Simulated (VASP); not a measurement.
A run of VASP 6.6.1 is set up as follows.

Contents of INCAR:

```
  ALGO = Normal
  EDIFF = 1E-6
  ENCUT = 410
  GGA = PE
  GGA_COMPAT = False
  ISIF = 2
  ISMEAR = 0
  ISPIN = 2
  LASPH = True
  LCHARG = False
  LORBIT = 11
  LREAL = Auto
  LWAVE = False
  MAGMOM = 0 0 0 0 0 0 0 0 0 0 0 0 0 0 0 0 0 0 0 0 0 0 0 0 0 0 0 0 0 0 0 0 0 0 0 0 0 0 0 0 0 0 0
  NBANDS = 204
  NELM = 200
  PREC = Accurate
  SIGMA = 0.05
```

Contents of KPOINTS:

```
k-points
0
Gamma
  1 1 1
```

File POSCAR:

```
Ge12Sb7Te24
1.0
   -2.6422250000      6.0961500000      8.1546630000
   -2.6422250000     -6.0961500000      8.1546630000
   10.9182110000      0.0000000000      8.1546630000
Ge Sb Te
12 7 24
Direct
    0.3420120332      0.8232359567      0.1633814962
    0.8192993858      0.3158290499      0.1803701434
    0.3537130767      0.2870377575      0.6767577599
    0.8225852312      0.7864905049      0.7148447822
    0.1562100517      0.2631230365     -0.0177680604
    0.7167028611      0.7741095288     -0.0030892888
    0.2747193155      0.7460224809      0.5027009329
    0.7809306287      0.2487496323      0.4819326376
    0.2006819536      0.1903300373      0.3144399002
    0.6929082158      0.6764000546      0.3501262341
    0.2044508418      0.6181174247      0.8377192475
    0.6892309657      0.1401627277      0.8220210896
    0.4133857340      0.4295298559      0.3232365214
    0.9331967860      0.4168032636      0.8100947663
    0.4256808707      0.9202507288      0.8104356745
    0.6055221295      0.0800439151      0.1591498343
    0.0770755328      0.6211946705      0.1641268287
    0.5801005186      0.5457261147      0.6856189239
    0.1127082465      0.0587640456      0.6288665612
    0.0923014628      0.1224494517      0.1728595814
    0.5902058295      0.6159218071      0.1921134262
    0.0858261978      0.6152746944      0.6475413443
    0.6063431935      0.0854030227      0.6465327775
    0.4815070801      0.0031378850     -0.0074841683
   -0.0051409472      0.5297593453     -0.0231218192
    0.4659926483      0.4843933021      0.5345033268
    0.0158891387      0.0321396704      0.4587469821
    0.3499198235      0.3608302111      0.1546207303
    0.8519259473      0.8627169123      0.2523793978
    0.3939126362      0.8802115812      0.5930438288
    0.8308654983      0.3114001415      0.6629697303
    0.7513242876      0.2766610380     -0.0193968412
    0.2493208268      0.7625469862     -0.0187706851
    0.7254698009      0.7156122882      0.5483664804
    0.2342165521      0.2773843516      0.5129641527
    0.4090363095      0.9275441801      0.3068888684
    0.9060111679      0.4257347950      0.3162762388
    0.3770582478      0.3489911952      0.8973520560
    0.9022101382      0.9015262108      0.8489673880
    0.1517741446      0.6753116437      0.3299428575
    0.6591514743      0.1616051837      0.3296588411
    0.1119066266      0.1250168265      0.8602285529
    0.6404689737      0.6532491466      0.8692493686
```

Potentials or basis: VASP PAW PBE potentials, release 64 (Ge_d, Sb, Te).

Run with:

```sh
$ cat potpaw_PBE.64/Ge_d/POTCAR potpaw_PBE.64/Sb/POTCAR potpaw_PBE.64/Te/POTCAR > POTCAR
$ mpirun -np 1 vasp_gam > vasp.out
```

Predict the largest force.

0.137 eV/Å.

What does it give for the net moment?

0.00 μB per cell.

What does it give for the pressure?

0.2 GPa.

Predict the band gap on the k mesh.

0.50 eV.

Stress tensor (GPa, compression positive):
```
-1.81  0.09  0.83
 0.09  3.61 -0.07
 0.83 -0.07 -1.13
```

Caveat: the k points lie up to 0.64 Å⁻¹ apart; spin-orbit coupling is left out, which moves the levels of the heavy elements.
